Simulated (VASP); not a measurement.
# CsB3 (P6_3/mmc) in VASP: a series of runs

Runs on CsB3. Level: PBE. Tasks: single point, relaxation of cell and atoms.

All numbers are computed with VASP 6.6.1; they aren't measurements. Logs are shortened: lines on timing, memory, paths and dates and some standing lists are left out, and cuts for length are marked.

### 1 The cell of the first run

Symmetry: P6_3/mmc, No. 194, hexagonal system. Conventional cell: a = 6.874 Å, b = 6.874 Å, c = 3.379 Å, α = 90.00°, β = 90.00°, γ = 120.00°. Cs (site symmetry -6m2) has 8 Cs at 3.38 to 4.31 Å and 12 B at 3.42 to 3.58 Å within 4.4 Å. Within 2.3 Å of B (site symmetry mm2) lie 6 B at 1.73 to 1.96 Å.

### 2 Single point, PBE

Contents of INCAR:

```
  PREC = Accurate
  ENCUT = 520
  EDIFF = 1E-7
  ISMEAR = 0
  SIGMA = 0.1
  LREAL = F
  LASPH = T
  NELM = 100
  ALGO = Normal
  ISIF = 2
  LWAVE = F
  LCHARG = F
  GGA = PE
  NBANDS = 28
```

Contents of KPOINTS:

```
regular mesh
0
Gamma
  6 6 12
```

Contents of POSCAR:

```
CsB3
1.0
    6.8742900679      0.0000000000      0.0000000000
   -3.4371450340      5.9533098318      0.0000000000
    0.0000000000      0.0000000000      3.3794303963
Cs B
2 6
Direct
    0.6666666667      0.3333333333      0.2500000000
    0.3333333333      0.6666666667      0.7500000000
    0.0838172168      0.9161827832      0.2500000000
    0.0838172168      0.1676344336      0.2500000000
    0.8323655664      0.9161827832      0.2500000000
    0.1676344336      0.0838172168      0.7500000000
    0.9161827832      0.8323655664      0.7500000000
    0.9161827832      0.0838172168      0.7500000000
```

Potentials or basis: VASP PAW PBE potentials, release 64 (Cs_sv, B).

Started as:

```bash
> cat potpaw_PBE.64/Cs_sv/POTCAR potpaw_PBE.64/B/POTCAR > POTCAR
> mpirun -np 1 vasp_std > vasp.out
```

OUTCAR:

```text
PREC = Accurate
   ENCUT = 520
   EDIFF = 1E-7
   ISMEAR = 0
   LREAL = F
   LASPH = T
   NELM = 100
   ISIF = 2
   GGA = PE

 ion  position               nearest neighbor table
   1  0.667  0.333  0.250-
   2  0.333  0.667  0.750-
   3  0.084  0.916  0.250-   5 1.73   4 1.73   7 1.96   7 1.96   6 1.96   6 1.96
   4  0.084  0.168  0.250-   5 1.73   3 1.73   8 1.96   8 1.96   6 1.96   6 1.96
   5  0.832  0.916  0.250-   4 1.73   3 1.73   8 1.96   8 1.96   7 1.96   7 1.96
   6  0.168  0.084  0.750-   7 1.73   8 1.73   3 1.96   3 1.96   4 1.96   4 1.96
   7  0.916  0.832  0.750-   6 1.73   8 1.73   3 1.96   3 1.96   5 1.96   5 1.96
   8  0.916  0.084  0.750-   6 1.73   7 1.73   4 1.96   4 1.96   5 1.96   5 1.96

  LATTYP: Found a hexagonal cell.
 ALAT       =     6.8742900679
 C/A-ratio  =     0.4916042766

  Lattice vectors:

 A1 = (   6.8742900679,   0.0000000000,   0.0000000000)
 A2 = (  -3.4371450340,   5.9533098318,   0.0000000000)
 A3 = (   0.0000000000,   0.0000000000,   3.3794303963)

Analysis of symmetry for initial positions (statically):
=====================================================================
 Subroutine PRICEL returns:
 Original cell was already a primitive cell.

 Routine SETGRP: Setting up the symmetry group for a
 hexagonal supercell.

 Subroutine GETGRP returns: Found 24 space group operations
 (whereof 12 operations were pure point group operations)
 out of a pool of 24 trial point group operations.

The static configuration has the point symmetry D_3d.
 The point group associated with its full space group is D_6h.

Analysis of symmetry for dynamics (positions and initial velocities):
=====================================================================
 Subroutine PRICEL returns:
 Original cell was already a primitive cell.

 Routine SETGRP: Setting up the symmetry group for a
 hexagonal supercell.

 Subroutine GETGRP returns: Found 24 space group operations
 (whereof 12 operations were pure point group operations)
 out of a pool of 24 trial point group operations.

The dynamic configuration has the point symmetry D_3d.
 The point group associated with its full space group is D_6h.

 Subroutine INISYM returns: Found 24 space group operations
 (whereof 12 operations are pure point group operations),
 and found     1 'primitive' translations

----------------------------------------------------------------------------------------

                                     Primitive cell

  volume of cell :     138.3024

  direct lattice vectors                    reciprocal lattice vectors
     6.874290068  0.000000000  0.000000000     0.145469567  0.083986894  0.000000000
    -3.437145034  5.953309832  0.000000000     0.000000000  0.167973787  0.000000000
     0.000000000  0.000000000  3.379430396     0.000000000  0.000000000  0.295907855

  length of vectors
     6.874290068  6.874290068  3.379430396     0.167973787  0.167973787  0.295907855

  position of ions in fractional coordinates (direct lattice)
     0.666666667  0.333333333  0.250000000
     0.333333333  0.666666667  0.750000000
     0.083817217  0.916182783  0.250000000
     0.083817217  0.167634434  0.250000000
     0.832365566  0.916182783  0.250000000
     0.167634434  0.083817217  0.750000000
     0.916182783  0.832365566  0.750000000
     0.916182783  0.083817217  0.750000000

  ion indices of the primitive-cell ions
   primitive index   ion index
                 1           1
                 2           2
                 3           3
                 4           4
                 5           5
                 6           6
                 7           7
                 8           8

----------------------------------------------------------------------------------------

 KPOINTS: regular mesh

Automatic generation of k-mesh.
 Grid dimensions read from file:
 generate k-points for:    6    6   12

 Generating k-lattice:

  Cartesian coordinates                     Fractional coordinates (reciprocal lattice)
     0.024244928  0.013997816  0.000000000     0.166666667  0.000000000  0.000000000
     0.000000000  0.027995631  0.000000000     0.000000000  0.166666667  0.000000000
     0.000000000  0.000000000  0.024658988     0.000000000  0.000000000  0.083333333

  Length of vectors
     0.027995631  0.027995631  0.024658988

  Shift w.r.t. Gamma in fractional coordinates (k-lattice)
     0.000000000  0.000000000  0.000000000

 Subroutine IBZKPT returns following result:
 ===========================================

 Found     49 irreducible k-points:

 Following reciprocal coordinates:
            Coordinates               Weight
  0.000000  0.000000  0.000000      1.000000
  0.166667 -0.000000  0.000000      6.000000
  0.333333 -0.000000  0.000000      6.000000
  0.500000  0.000000  0.000000      3.000000
  0.166667  0.166667  0.000000      6.000000
  0.333333  0.166667  0.000000     12.000000
[... 16 lines left out ...]
  0.166667 -0.000000  0.250000     12.000000
  0.333333 -0.000000  0.250000     12.000000
 [... further k-points ...]
   k-points           NKPTS =     49   k-points in BZ     NKDIM =     49   number of bands    NBANDS=     28
   number of dos      NEDOS =    301   number of ions     NIONS =      8
   total plane-waves  NPLWV =  81648
   dimension x,y,z NGX =    54 NGY =   54 NGZ =   28
   dimension x,y,z NGXF=   108 NGYF=  108 NGZF=   56
   ions per type =               2   6
   NGX,Y,Z   is equivalent  to a cutoff of  13.06, 13.06, 13.77 a.u.
   NGXF,Y,Z  is equivalent  to a cutoff of  26.12, 26.12, 27.55 a.u.
 SYSTEM =  unknown system
   PREC   = accura    normal or accurate (medium, high low for compatibility)
   ISTART =      0    job   : 0-new  1-cont  2-samecut
   ICHARG =      2    charge: 1-file 2-atom 10-const
   ISPIN  =      1    spin polarized calculation?
   LNONCOLLINEAR =      F non collinear calculations
   LSORBIT =      F    spin-orbit coupling
   LASPH  =      T    aspherical Exc in radial PAW
   ENCUT  =  520.0 eV  38.22 Ry    6.18 a.u.  12.78 12.78  6.28*2*pi/ulx,y,z
   NELM   =    100;   NELMIN=  2; NELMDL= -5     # of ELM steps
   EDIFF  = 0.1E-06   stopping-criterion for ELM
   LREAL  =      F    real-space projection
   EDIFFG = 0.1E-05   stopping-criterion for IOM
   NSW    =      0    number of steps for IOM
   IBRION =     -1    ionic relax: 0-MD 1-quasi-New 2-CG
   NFREE  =      0    steps in history (QN), initial steepest desc. (CG)
   ISIF   =      2    stress and relaxation
   ISYM   =      2    0-nonsym 1-usesym 2-fastsym
   POTIM  = 0.5000    time-step for ionic-motion
   TEBEG  =    0.0;   TEEND  =   0.0 temperature during run
   PSTRESS=    0.0 pullay stress
   NELECT =      36.0000    total number of electrons
   NUPDOWN=      -1.0000    fix difference up-down
   EMIN   =  10.00;   EMAX   =-10.00  energy-range for DOS
   EFERMI =   0.00;   METHOD = LEGACY
   ISMEAR =     0;   SIGMA  =   0.10  broadening in eV -4-tet -1-fermi 0-gaus
   EFERMI_NEDOS =   21; number of points for ismear=-14 and -15
   IALGO  =     38    algorithm
   IMIX   =      4    mixing-type and parameters
     AMIX     =   0.40;   BMIX     =  1.00
     AMIX_MAG =   1.60;   BMIX_MAG =  1.00
  volume/ion in A,a.u.               =      17.29       116.66
  Fermi-wavevector in a.u.,A,eV,Ry     =   1.045279  1.975292 14.865848  1.092609
  Thomas-Fermi vector in A             =   2.180068
   LORBIT       =      0    0 simple, 1 ext, 2 COOP (PROOUT), +10 PAW based schemes
   GGA     = PE    functional components
   LHFCALC =     F    Hartree Fock is set to
   AEXX    =    0.0000 exact exchange contribution
   IVDW    =     0    specifies the selected vdW correction
   LEPSILON=     F    determine dielectric tensor
   LRPA    =     F    only Hartree local field effects (RPA)
 non-spin polarized calculation
 Gauss-broadening in eV      SIGMA  =   0.10
  energy-cutoff  :      520.00
  volume of cell :      138.30
 maximum number of plane-waves:      3757
 NGX is ok and might be reduce to    54
   NGX = 25   NGY = 25   NGZ = 13

 number of electron      36.0000003 magnetization

 Free energy of the ion-electron system (eV)
  ---------------------------------------------------
  ext. energy  EPLUGINS =         0.00000000
  ---------------------------------------------------
  free energy    TOTEN  =       -35.60251284 eV

  energy without entropy =      -35.58549693  energy(sigma->0) =      -35.59400489

 E-fermi :   3.3063     XC(G=0):  -9.4029

 val. band max:        3.3057889948   @ k =   0.3333  -0.0000   0.4167
 cond. band min:       3.3077016329   @ k =   0.5000   0.0000   0.5000
 fundamental gap:      0.0019126381
 Fermi energy:         3.3062702395

 k-point     1 :       0.0000    0.0000    0.0000
  band No.  band energies     occupation
      1     -19.1419      2.00000
      2     -19.0108      2.00000
      3     -11.6244      2.00000
      4      -6.3377      2.00000
      5      -6.3377      2.00000
      6      -6.0907      2.00000
[... 20 lines left out ...]
     27       7.3420      0.00000
     28       7.8001      0.00000

 k-point     2 :       0.1667   -0.0000    0.0000
  band No.  band energies     occupation
      1     -19.1342      2.00000
      2     -19.0186      2.00000
      3     -11.6314      2.00000
      4      -6.4904      2.00000
      5      -6.4232      2.00000
      6      -5.9094      2.00000
[... 20 lines left out ...]
     27       8.1071      0.00000
     28       8.3648      0.00000

 k-point     3 :       0.3333   -0.0000    0.0000
  band No.  band energies     occupation
      1     -19.1142      2.00000
      2     -19.0387      2.00000
      3     -11.6455      2.00000
      4      -6.6468      2.00000
      5      -6.3616      2.00000
      6      -5.7828      2.00000
[... 20 lines left out ...]
     27       8.3150      0.00000
     28       9.1103      0.00000

 k-point     4 :       0.5000    0.0000    0.0000
  band No.  band energies     occupation
      1     -19.0982      2.00000
      2     -19.0548      2.00000
      3     -11.6527      2.00000
      4      -6.7034      2.00000
      5      -6.1877      2.00000
      6      -5.9496      2.00000
[... 20 lines left out ...]
     27       8.3295      0.00000
     28       9.1845      0.00000

 k-point     5 :       0.1667    0.1667    0.0000
  band No.  band energies     occupation
      1     -19.1201      2.00000
      2     -19.0328      2.00000
      3     -11.6420      2.00000
      4      -6.5246      2.00000
      5      -6.4988      2.00000
      6      -5.7950      2.00000
[... 20 lines left out ...]
     27       8.2811      0.00000
     28       8.9865      0.00000

 k-point     6 :       0.3333    0.1667    0.0000
  band No.  band energies     occupation
      1     -19.0983      2.00000
      2     -19.0547      2.00000
      3     -11.6530      2.00000
      4      -6.5951      2.00000
      5      -6.3366      2.00000
      6      -5.9761      2.00000
[... 463 lines left out ...]
      5      -6.1532      2.00000
      6      -6.1532      2.00000
[... 20 lines left out ...]
     27       9.3866      0.00000
     28       9.3866      0.00000

 k-point    22 :       0.0000    0.0000    0.2500
  band No.  band energies     occupation
      1     -18.8951      2.00000
      2     -18.7958      2.00000
      3     -10.9965      2.00000
      4      -6.2675      2.00000
      5      -5.9987      2.00000
      6      -5.9952      2.00000
[... 20 lines left out ...]
     27       9.1331      0.00000
     28       9.4970      0.00000

 k-point    23 :       0.1667   -0.0000    0.2500
  band No.  band energies     occupation
      1     -18.8892      2.00000
      2     -18.8017      2.00000
      3     -11.0027      2.00000
      4      -6.2908      2.00000
      5      -6.1061      2.00000
      6      -6.0201      2.00000
[... 20 lines left out ...]
     27       9.0933      0.00000
     28       9.8744      0.00000

 k-point    24 :       0.3333   -0.0000    0.2500
  band No.  band energies     occupation
      1     -18.8740      2.00000
      2     -18.8167      2.00000
      3     -11.0153      2.00000
      4      -6.2902      2.00000
      5      -6.2306      2.00000
      6      -6.0805      2.00000
[... 20 lines left out ...]
     27       9.6978      0.00000
     28      10.0145      0.00000

 [... further k-points ...]
[... 5 lines left out ...]
  --------------------------------------------------------------------------------------
  -------------------------------------------------------------------------------------
  Total        0.1392626      0.1392626      0.1359209     -0.0000000      0.0000000     -0.0000000
  in kB        1.6133006      1.6133006      1.5745877     -0.0000000      0.0000000     -0.0000000
  external PRESSURE =       1.6003963 kB  Pullay stress =       0.0000000 kB

 VOLUME and BASIS-vectors are now :
 -----------------------------------------------------------------------------
  energy-cutoff  :      520.00
  volume of cell :      138.30
      direct lattice vectors                 reciprocal lattice vectors
     6.874290068  0.000000000  0.000000000     0.145469567  0.083986894  0.000000000
    -3.437145034  5.953309832  0.000000000     0.000000000  0.167973787  0.000000000
     0.000000000  0.000000000  3.379430396     0.000000000  0.000000000  0.295907855

 POSITION                                       TOTAL-FORCE (eV/Angst)
 -----------------------------------------------------------------------------------
      3.43715      1.98444      0.84486         0.000000     -0.000000     -0.000000
     -0.00000      3.96887      2.53457         0.000000     -0.000000     -0.000000
     -2.57287      5.45432      0.84486         0.016729     -0.009659      0.000000
     -0.00000      0.99798      0.84486        -0.000000      0.019317     -0.000000
      2.57287      5.45432      0.84486        -0.016729     -0.009659     -0.000000
      0.86428      0.49899      2.53457         0.016729      0.009659     -0.000000
      3.43715      4.95533      2.53457         0.000000     -0.019317      0.000000
      6.01001      0.49899      2.53457        -0.016729      0.009659      0.000000
 -----------------------------------------------------------------------------------
    total drift:                               -0.000000      0.000000     -0.000000

  FREE ENERGIE OF THE ION-ELECTRON SYSTEM (eV)
  ---------------------------------------------------
  free  energy   TOTEN  =       -35.6025128418 eV

  energy  without entropy=      -35.5854969310  energy(sigma->0) =      -35.59400489
```

Run time: 3.4 min. Hardware: 1 thread of Intel Xeon Platinum 8259CL at 2.50GHz (Skylake/Cascade Lake), shared host; peak memory 0.36 GiB.

Results:

* Free energy: -35.6025 eV
* Pressure: 0.2 GPa
* Largest force: 0.019 eV/Å
* Band gap on the k mesh: zero (band 18 reaches 3.73 eV, above the bottom of band 19 at 2.67 eV)

Forces on the atoms (eV/Å):
```
Cs   0.000  0.000  0.000
Cs   0.000  0.000  0.000
B    0.017 -0.010  0.000
B    0.000  0.019  0.000
B   -0.017 -0.010  0.000
B    0.017  0.010  0.000
B    0.000 -0.019  0.000
B   -0.017  0.010  0.000
```

Levels at points of the mesh, in eV from the Fermi level:
| k point | band 14 | band 15 | band 16 | band 17 | band 18 | band 19 | band 20 | band 21 | band 22 | band 23 |
| --- | --- | --- | --- | --- | --- | --- | --- | --- | --- | --- |
| (0.00, 0.00, 0.00) | -3.33 | -2.14 | -2.14 | 0.38 | 0.38 | 1.66 | 2.42 | 2.42 | 3.28 | 3.47 |
| (0.50, 0.00, 0.00) | -3.18 | -2.89 | -2.50 | 0.37 | 0.43 | 1.27 | 1.96 | 2.06 | 3.02 | 3.17 |
| (0.00, 0.00, 0.50) | -5.51 | -1.18 | -1.18 | -0.63 | -0.63 | -0.63 | -0.63 | 4.46 | 4.46 | 4.46 |
| (0.50, 0.00, 0.50) | -5.44 | -1.47 | -1.47 | -0.54 | -0.54 | 0.00 | 0.00 | 3.29 | 3.29 | 3.57 |

Caveat: spin-orbit coupling is left out, which moves the levels of the heavy elements.

### 3 Relaxation of cell and atoms, PBE

Contents of INCAR:

```
PREC = Accurate
ENCUT = 600
EDIFF = 1E-6
ISMEAR = 0
SIGMA = 0.1
LREAL = F
LASPH = T
NELM = 100
ALGO = Normal
ISIF = 3
LWAVE = F
LCHARG = F
GGA = PE
IBRION = 2
NSW = 100
EDIFFG = -0.01
```

KPOINTS is that of step 2.

Contents of POSCAR:

```
CsB3
1.0
    6.8910087703      0.0000000000      0.0000000000
   -3.4455043852      5.9677886528      0.0000000000
    0.0000000000      0.0000000000      3.3687764648
Cs B
2 6
Direct
    0.6666666667      0.3333333333      0.2500000000
    0.3333333333      0.6666666667      0.7500000000
    0.0839793882      0.9160206118      0.2500000000
    0.0839793882      0.1679587764      0.2500000000
    0.8320412236      0.9160206118      0.2500000000
    0.1679587764      0.0839793882      0.7500000000
    0.9160206118      0.8320412236      0.7500000000
    0.9160206118      0.0839793882      0.7500000000
```

Potentials or basis: VASP PAW PBE potentials, release 64 (Cs_sv, B).

Started as:

```bash
> cat potpaw_PBE.64/Cs_sv/POTCAR potpaw_PBE.64/B/POTCAR > POTCAR
> mpirun -np 1 vasp_std > vasp.out
```

It took 7.1 min on 1 thread of Intel Xeon Platinum 8259CL at 2.50GHz (Skylake/Cascade Lake), shared host; peak memory 0.4 GiB.

It converged, with:

```
Free energy                            : -35.6083 eV
Relaxed volume                         : 17.33 Å³/atom
Relaxed cell                           : a = 6.881 Å, b = 6.881 Å, c = 3.382 Å, α = 90.00°, β = 90.00°, γ = 120.00°
Space group after relaxing (to 0.05 Å) : P6_3/mmc (No. 194)
Energy gained by relaxing              : 0.2 meV/atom
Ionic steps                            : 5
Pressure after relaxing                : 0.0 GPa
Band gap on the k mesh                 : zero (band 18 reaches 3.72 eV, above the bottom of band 19 at 2.66 eV)
```

Step by step:
```tsv
step	energy change (eV)	largest force (eV/Å)	pressure (GPa)	volume (Å³)
1	0.0000	0.0631	-0.05	138.54
2	-0.0016	0.0368	0.19	138.43
3	-0.0016	0.0255	0.17	138.44
4	-0.0018	0.0103	-0.05	138.77
5	-0.0018	0.0013	0.03	138.67
```

Final structure:
```yaml
crystal:
  lattice:
    - [6.88072, 0.00000, 0.00000]
    - [-3.44036, 5.95888, 0.00000]
    - [0.00000, 0.00000, 3.38202]
  atoms:
    - { symbol: Cs, position: [0.66667, 0.33333, 0.25000] }
    - { symbol: Cs, position: [0.33333, 0.66667, 0.75000] }
    - { symbol: B, position: [0.08378, 0.91622, 0.25000] }
    - { symbol: B, position: [0.08378, 0.16756, 0.25000] }
    - { symbol: B, position: [0.83244, 0.91622, 0.25000] }
    - { symbol: B, position: [0.16756, 0.08378, 0.75000] }
    - { symbol: B, position: [0.91622, 0.83244, 0.75000] }
    - { symbol: B, position: [0.91622, 0.08378, 0.75000] }
```

Levels at points of the mesh, in eV from the Fermi level:
| k point | band 15 | band 16 | band 17 | band 18 | band 19 | band 20 | band 21 | band 22 |
| --- | --- | --- | --- | --- | --- | --- | --- | --- |
| (0.00, 0.00, 0.00) | -2.14 | -2.14 | 0.39 | 0.39 | 1.66 | 2.41 | 2.41 | 3.27 |
| (0.50, 0.00, 0.00) | -2.88 | -2.49 | 0.37 | 0.43 | 1.27 | 1.97 | 2.05 | 3.01 |
| (0.00, 0.00, 0.50) | -1.18 | -1.18 | -0.63 | -0.63 | -0.63 | -0.63 | 4.45 | 4.45 |
| (0.50, 0.00, 0.50) | -1.47 | -1.47 | -0.53 | -0.53 | 0.00 | 0.00 | 3.29 | 3.29 |

Caveat: spin-orbit coupling is left out, which moves the levels of the heavy elements.

(Part 1 of 2 ends here.)
